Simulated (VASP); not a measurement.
Runs of VASP 6.6.1 on MgO. Symmetry: Fm-3m, No. 225, cubic system. Conventional cell: a = 4.204 Å, b = 4.204 Å, c = 4.204 Å, α = 90.00°, β = 90.00°, γ = 90.00°. Within 2.8 Å of Mg (site symmetry m-3m) lie 6 O at 2.10 Å. Within 2.8 Å of O (site symmetry m-3m) lie 6 Mg at 2.10 Å. 

| level | k mesh | smearing | grid for exact exchange (PRECFOCK) | share of exact exchange | screening parameter | gap on the mesh (eV) | pressure (GPa) |
| --- | --- | --- | --- | --- | --- | --- | --- |
| PBEsol | 8 × 8 × 8 | gaussian 0.001 eV | - | - | - | 4.69 | 0.6 |
| PBEsol | 8 × 8 × 8 | methfessel-paxton 0.2 eV | - | - | - | 4.69 | 0.6 |
| PBE-based screened hybrid | 6 × 6 × 6 | gaussian 0.01 eV | Normal | 0.15 | 0.5 1/Å | 5.40 | (a) |
| PBEsol+D3(BJ) | 8 × 8 × 8 | gaussian 0.01 eV | - | - | - | 4.69 | -3.8 |
| PBEsol | 8 × 8 × 8 | gaussian 0.01 eV | - | - | - | 4.69 | 0.6 |

Alike in all rows: task single point; potentials or basis VASP PAW PBE potentials, release 64 (Mg, O); no spin polarisation; cell as given; cutoff (eV) 520.

Problem. Fill in the values left out.

Solution. (a) 2.0.

Caveats: some runs use coarse meshes; the PAW data sets were made with another functional, which shifts forces and pressure a little.

